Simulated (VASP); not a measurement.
# SnSe2 (P-3m1) in VASP: a series of runs, part 2 of 2

VASP 6.6.1. Earlier steps stand in the parts before.

## Step 4: Single point, PBE+D3(BJ)

This run uses another cell than the first one, of 25.83 Å³/atom, 1.004 times its volume.

File INCAR:

```
PREC = Accurate ; ENCUT = 500
EDIFF = 1E-6 ; ISMEAR = 0
SIGMA = 0.05 ; LREAL = False
LASPH = True ; NELM = 120
ALGO = Normal ; ISIF = 2
LWAVE = False ; LCHARG = False
GGA = PE ; IVDW = 12
NBANDS = 20 ; GGA_COMPAT = False
```

File KPOINTS:

```
Automatic mesh
0
Gamma
  8 8 4
```

File POSCAR:

```
SnSe2
1.0
    3.8446120711      0.0000000000      0.0000000000
   -1.9223060355      3.3295317212      0.0000000000
    0.0000000000      0.0000000000      6.0542792334
Sn Se
1 2
Direct
    0.0000000000      0.0000000000      0.0000000000
    0.3333333333      0.6666666667      0.2632542372
    0.6666666667      0.3333333333      0.7367457628
```

Potentials or basis: VASP PAW PBE potentials, release 64 (Sn_d, Se).

Command:

```sh
cat potpaw_PBE.64/Sn_d/POTCAR potpaw_PBE.64/Se/POTCAR > POTCAR
mpirun -np 1 vasp_std > vasp.out
```

OUTCAR:

```text
PREC = Accurate
   ENCUT = 500
   EDIFF = 1E-6
   ISMEAR = 0
   LREAL = False
   LASPH = True
   NELM = 120
   ISIF = 2
   GGA = PE
   IVDW = 12
 IVDW          = 12

 ion  position               nearest neighbor table
   1  0.000  0.000  0.000-   2 2.73   3 2.73   2 2.73   3 2.73   3 2.73   2 2.73
   2  0.333  0.667  0.263-   1 2.73   1 2.73   1 2.73
   3  0.667  0.333  0.737-   1 2.73   1 2.73   1 2.73

  LATTYP: Found a hexagonal cell.
 ALAT       =     3.8446120711
 C/A-ratio  =     1.5747438549

  Lattice vectors:

 A1 = (   3.8446120711,   0.0000000000,   0.0000000000)
 A2 = (  -1.9223060355,   3.3295317212,   0.0000000000)
 A3 = (   0.0000000000,   0.0000000000,   6.0542792334)

Analysis of symmetry for initial positions (statically):
=====================================================================
 Subroutine PRICEL returns:
 Original cell was already a primitive cell.

 Routine SETGRP: Setting up the symmetry group for a
 hexagonal supercell.

 Subroutine GETGRP returns: Found 12 space group operations
 (whereof 12 operations were pure point group operations)
 out of a pool of 24 trial point group operations.

The static configuration has the point symmetry D_3d.

[... 162 lines left out ...]
 E-fermi :   4.4950     XC(G=0):  -9.5090

 val. band max:        4.2545692109   @ k =   0.1250   0.0000   0.0000
 cond. band min:       4.8637991351   @ k =   0.5000   0.0000   0.2500
 fundamental gap:      0.6092299242
 Fermi energy:         4.4950376166

 k-point     1 :       0.0000    0.0000    0.0000
  band No.  band energies     occupation
      1     -17.0795      2.00000
      2     -17.0795      2.00000
      3     -17.0461      2.00000
      4     -17.0351      2.00000
      5     -17.0351      2.00000
      6      -9.5818      2.00000
[... 541 lines left out ...]
     19      11.6918      0.00000
     20      13.9626      0.00000

 [... further k-points ...]

------------------------ aborting loop because EDIFF is reached ----------------------------------------

 Edisp (eV)   -1.08025

 E8    (eV) :    -0.4728

  FORCE on cell =-STRESS in cart. coord.  units (eV):
  Direction    XX          YY          ZZ          XY          YZ          ZX
  --------------------------------------------------------------------------------------
  -------------------------------------------------------------------------------------
  Total      -0.10719    -0.10719    -0.09900    -0.00000     0.00000     0.00000
  in kB      -2.21592    -2.21592    -2.04674    -0.00000     0.00000     0.00000
  external pressure =       -2.16 kB  Pullay stress =        0.00 kB

 VOLUME and BASIS-vectors are now :
 -----------------------------------------------------------------------------
  energy-cutoff  :      500.00
  volume of cell :       77.50
      direct lattice vectors                 reciprocal lattice vectors
     3.844612071  0.000000000  0.000000000     0.260104266  0.150171268  0.000000000
    -1.922306035  3.329531721  0.000000000     0.000000000  0.300342536  0.000000000
     0.000000000  0.000000000  6.054279233     0.000000000  0.000000000  0.165172428

 POSITION                                       TOTAL-FORCE (eV/Angst)
 -----------------------------------------------------------------------------------
      0.00000      0.00000      0.00000        -0.000000      0.000000      0.000000
     -0.00000      2.21969      1.59381         0.000000      0.000000      0.013030
      1.92231      1.10984      4.46046        -0.000000      0.000000     -0.013030
 -----------------------------------------------------------------------------------
    total drift:                               -0.000000     -0.000000     -0.000000

  FREE ENERGIE OF THE ION-ELECTRON SYSTEM (eV)
  ---------------------------------------------------
  free  energy   TOTEN  =       -12.8963118405 eV

  energy  without entropy=      -12.8963118405  energy(sigma->0) =      -12.89631184
```

stdout:

```text
POSCAR found type information on POSCAR SnSe
 POSCAR found :  2 types and       3 ions
 scaLAPACK will be used
 LDA part: xc-table for (Slater+PW92), standard interpolation
 POSCAR, INCAR and KPOINTS ok, starting setup
 FFT: planning ... GRIDC
 FFT: planning ... GRID_SOFT
 FFT: planning ... GRID
 WAVECAR not read
 entering main loop
```

Run time: 20 s. Hardware: 1 thread of Intel Xeon 6975P-C (Granite Rapids), shared host; peak memory 0.21 GiB.

Results:

- Free energy: -12.8963 eV
- Pressure: -0.2 GPa
- Largest force: 0.013 eV/Å
- Band gap on the k mesh: 0.61 eV, indirect (least direct gap 0.84 eV)
- Dispersion energy per atom: -0.360 eV

Forces on the atoms (eV/Å):
```
Sn   0.000  0.000  0.000
Se   0.000  0.000  0.013
Se   0.000  0.000 -0.013
```

Levels at points of the mesh, in eV from the valence-band top:
```csv
k point,band 9,band 10,band 11,band 12,band 13,band 14,band 15,band 16,band 17,band 18
"(0.00, 0.00, 0.00)",-0.66,-0.66,-0.48,-0.48,-0.08,0.75,2.97,4.53,4.53,8.11
"(0.50, 0.00, 0.00)",-4.29,-3.12,-2.58,-1.56,-0.33,1.14,3.56,4.98,5.11,6.84
"(0.00, 0.00, 0.50)",-2.34,-0.81,-0.81,-0.23,-0.23,2.40,2.83,4.17,4.17,7.48
"(0.50, 0.00, 0.50)",-4.91,-2.32,-2.00,-1.02,-0.89,0.65,3.97,4.58,5.78,5.99
```

Caveat: three body term missing; spin-orbit coupling is left out, which moves the levels of the heavy elements.

## Step 5: The runs side by side

```tsv
level	cell	gap on the mesh (eV)	pressure (GPa)	largest force (eV/Å)
PBE+D3(BJ)	a = 3.839, b = 3.839, c = 6.047 Å, angles 90.0, 90.0, 120.0°, 3 atoms	0.61	-0.1	0.01
PBE	a = 3.839, b = 3.839, c = 6.047 Å, angles 90.0, 90.0, 120.0°, 3 atoms	0.61	2.3	-
PBE+D3(BJ)	a = 3.845, b = 3.845, c = 6.054 Å, angles 90.0, 90.0, 120.0°, 3 atoms	0.61	-0.2	0.01
```

Alike in all rows: task single point; potentials or basis VASP PAW PBE potentials, release 64 (Sn_d, Se); no spin polarisation; k mesh 8 × 8 × 4; cutoff (eV) 500; smearing gaussian 0.05 eV.

Caveats: spin-orbit coupling is left out, which moves the levels of the heavy elements; three body term missing (some runs); this functional lacks dispersion, which binds the layers, so the pressure and a relaxed spacing across them are unreliable (some runs).

Absolute energies hang on the potentials; compare differences alone.
